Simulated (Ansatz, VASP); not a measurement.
One calculation of Al, two programs

```
CELL_PARAMETERS angstrom
0.00000 1.99744 1.99744
1.99744 0.00000 1.99744
1.99744 1.99744 0.00000
ATOMIC_POSITIONS crystal
Al 0.00000 0.00000 0.00000
```

Change from the starting cell: volume scaled by 0.96.

Alike in both runs: task single point; functional PBEsol; dispersion D3(BJ); k mesh 8 × 8 × 8; non-collinear spin.

|  | VASP | Ansatz |
| --- | --- | --- |
| version | VASP 6.6.1 | Ansatz 0.2.0 |
| potentials or method | VASP PAW PBE potentials, release 64 (Al), cutoff 520 eV | all-electron LAPW, scalar-relativistic |
| occupations | methfessel-paxton of order 1, width 0.1 eV | cold, width 0.1 eV |

```csv
,VASP,Ansatz,Ansatz less VASP
gap on the k mesh at the Fermi level (eV),none,none,-
pressure (GPa),-1.9,-1.9,-0.04
net moment per atom (μB),0.00,0.00,0.000
```

VASP's potentials were made for PBE, not for PBEsol. A gap of «none» marks a metal or a gap that the smearing closes. Ansatz ran all-electron here, and VASP with PAW potentials.

Noted on Ansatz's run: the program listed the state as in doubt; the k mesh is thin for a metal, which can move the energy by tens of meV per atom.
